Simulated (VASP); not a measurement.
# Rh: single point with revPBE

Crystal: Rh.

```
Rh
1.0
     0.00000    1.92360    1.92360
     1.92360    0.00000    1.92360
     1.92360    1.92360    0.00000
Rh
1
Direct
  0.00000 0.00000 0.00000
```

```json
{"Program": "VASP 6.6.1", "Task": "single point", "Functional": "revPBE", "Potentials or basis": "VASP PAW PBE potentials, release 64 (Rh_pv)", "Cutoff": "500 eV", "k mesh": "7 × 7 × 7", "Occupations": "fermi-dirac, width 0.1 eV", "Spin": "collinear spin, ferromagnetic start", "Starting moments": "[1.0] μB"}
```

```yaml
Pressure: -0.7 GPa
Net_moment: 0.00 μB per cell
Valence_electrons_inside_the_program's_atomic_spheres: Rh 13.73
```

Levels at points of the mesh, in eV from the Fermi level:
Spin up:
```csv
k point,band 4,band 5,band 6,band 7,band 8,band 9,band 10,band 11
"(0.00, 0.00, 0.00)",-7.69,-2.93,-2.93,-2.93,-0.96,-0.96,16.00,20.67
```
Spin down:
```tsv
k point	band 3	band 4	band 5	band 6	band 7	band 8	band 9	band 10	band 11	band 12
(0.00, 0.00, 0.00)	-46.34	-7.69	-2.93	-2.93	-2.93	-0.96	-0.96	16.00	20.67	21.29
```

Wall time 6.6 s on 1 thread of AMD EPYC 7R13 Processor (Zen 3), on a shared host, peak memory 0.1 GiB.

Caveat: the k points lie up to 0.40 Å⁻¹ apart; an empty level that is flat over the whole mesh can mark a ghost state of the potentials, or a narrow d or f band; the PAW data sets were made with another functional, which shifts forces and pressure a little.
